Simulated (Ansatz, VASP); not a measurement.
Two plane-wave programs on Bi2TeO4

The input INCAR:

```
PREC = Accurate ; ENCUT = 520
EDIFF = 1E-6 ; ISMEAR = 0
SIGMA = 0.2 ; LREAL = False
LASPH = True ; NELM = 100
ALGO = Normal ; ISIF = 2
LWAVE = False ; LCHARG = False
GGA = PE ; NBANDS = 39
```

Contents of KPOINTS:

```
regular mesh
0
Gamma
  6 6 6
```

The input POSCAR:

```
Bi2TeO4
1.0
    0.0000000000     -4.2609341660      0.0000000000
    4.2609341660      0.0000000000      0.0000000000
   -2.1304670830      2.1304670830      6.2671751581
Bi Te O
2 1 4
Direct
    0.6624033751      0.6624033751      0.3248067502
    0.3375966249      0.3375966249      0.6751932498
    1.0000000000      0.0000000000      1.0000000000
    0.5000000000      0.0000000000      0.0000000000
    0.0000000000      0.5000000000      0.0000000000
    0.2500000000      0.7500000000      0.5000000000
    0.7500000000      0.2500000000      0.5000000000
```

Input for Ansatz:

```yaml
crystal:
  lattice:
    - [0.0, -4.260934166, 0.0]
    - [4.260934166, 0.0, 0.0]
    - [-2.130467083, 2.130467083, 6.2671751581]
  atoms:
    - { symbol: Bi, position: [0.6624033751, 0.6624033751, 0.3248067502] }
    - { symbol: Bi, position: [0.3375966249, 0.3375966249, 0.6751932498] }
    - { symbol: Te, position: [1.0, 0.0, 1.0] }
    - { symbol: O, position: [0.5, 0.0, 0.0] }
    - { symbol: O, position: [0.0, 0.5, 0.0] }
    - { symbol: O, position: [0.25, 0.75, 0.5] }
    - { symbol: O, position: [0.75, 0.25, 0.5] }
basis:
  ecutwfc: 420
kpoints:
  mp_grid: { grid: [6, 6, 6] }
hamiltonian:
  xc: pbe
scf:
  occupations: { method: gaussian, width: 0.2 }
  lower_state_search: "off"
output:
  forces: true
  stress: true
  eigenvalues: true
```

Alike in both runs: task single point; functional PBE; k mesh 6 × 6 × 6; occupations gaussian, width 0.2 eV; no spin polarisation.

|  | VASP | Ansatz |
| --- | --- | --- |
| version | VASP 6.6.1 | Ansatz 0.2.0 |
| potentials or method | VASP PAW PBE potentials, release 64 (Bi_d, Te, O), cutoff 520 eV | scalar-relativistic, plane waves, PAW |
| valence electrons in the cell | 60 | 70 |

Ansatz gave:

```
gap on the k mesh at the Fermi level (eV)                     : none
pressure (GPa)                                                : 0.0
traceless stress, the component that is largest in VASP (GPa) : 0.05
rms of the force components (eV/Å)                            : 0.005
```

Which values does VASP return?

gap on the k mesh at the Fermi level (eV): none; pressure (GPa): -0.1; traceless stress, the component that is largest in VASP (GPa): 0.11; rms of the force components (eV/Å): 0.016.

Atom by atom the forces differ by 0.011 eV/Å (rms over components). A gap of «none» marks a metal or a gap that the smearing closes. The functional is the same, so the differences come from potentials, cutoffs and numerics. VASP's potentials hold 60 valence electrons a cell and Ansatz's 70, so a difference there can come from the potentials and not from the codes.

Spin-orbit coupling is off throughout.
